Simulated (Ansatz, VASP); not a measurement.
**Two plane-wave programs on Si**

```xyz
8
Lattice="-3.8017 0.0000 0.0000 -1.9008 -3.2924 0.0000 -1.1088 -0.8231 12.5774" Properties=species:S:1:pos:R:3 pbc="T T T"
Si   -1.9008   -1.0975   11.4016
Si   -1.9008   -1.0975    5.1129
Si   -3.8017   -2.1949    1.9686
Si   -3.8017   -2.1949    8.2573
Si   -1.9008   -1.0975    1.1758
Si   -1.9008   -1.0975    7.4645
Si   -3.8017   -2.1949    4.3201
Si   -3.8017   -2.1949   10.6088
```

Alike in both runs: task single point; functional LDA; k mesh 10 × 10 × 3; occupations gaussian, width 0.03 eV; no spin polarisation.

|  | VASP | Ansatz |
| --- | --- | --- |
| version | VASP 6.6.1 | Ansatz 0.2.0 |
| potentials or method | VASP PAW LDA potentials, release 64 (Si), cutoff 520 eV | scalar-relativistic, plane waves, PAW |
| valence electrons in the cell | 32 | 32 |

```csv
,VASP,Ansatz,Ansatz less VASP
gap on the k mesh at the Fermi level (eV),none,none,-
pressure (GPa),-0.9,-0.9,-0.05
"traceless stress, the component that is largest in VASP (GPa)",3.20,3.20,-0.005
rms of the force components (eV/Å),0.398,0.398,-0.0001
```

Ansatz warns that its potentials were made for another functional, while VASP's fit it. LDA's correlation is that of Perdew and Zunger in VASP and of Perdew and Wang (1992) in Ansatz. Atom by atom the forces differ by 0.001 eV/Å (rms over components). A gap of «none» marks a metal or a gap that the smearing closes.
